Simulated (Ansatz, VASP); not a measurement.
Mo: VASP beside Ansatz

```xyz
1
Lattice="0.0000 2.0755 1.9546 2.0755 0.0000 1.9546 2.0755 2.0755 0.0000" Properties=species:S:1:pos:R:3 pbc="T T T"
Mo    0.0000    0.0000    0.0000
```

Change from the starting cell: strain +0.030 along x and y, -0.030 along z, atoms carried along.

Alike in both runs: task single point; functional LDA; k mesh 20 × 20 × 20; occupations gaussian, width 0.15 eV; no spin polarisation.

|  | VASP | Ansatz |
| --- | --- | --- |
| version | VASP 6.6.1 | Ansatz 0.2.0 |
| potentials or method | VASP PAW LDA potentials, release 64 (Mo_sv), cutoff 520 eV | scalar-relativistic, plane waves, PAW |
| valence electrons in the cell | 14 | 14 |

|  | VASP | Ansatz | Ansatz less VASP |
| --- | --- | --- | --- |
| gap on the k mesh at the Fermi level (eV) | none | none | - |
| pressure (GPa) | -21.1 | -21.8 | -0.73 |
| traceless stress, the component that is largest in VASP (GPa) | -7.60 | -7.64 | -0.038 |

LDA's correlation is that of Perdew and Zunger in VASP and of Perdew and Wang (1992) in Ansatz. A gap of «none» marks a metal or a gap that the smearing closes.
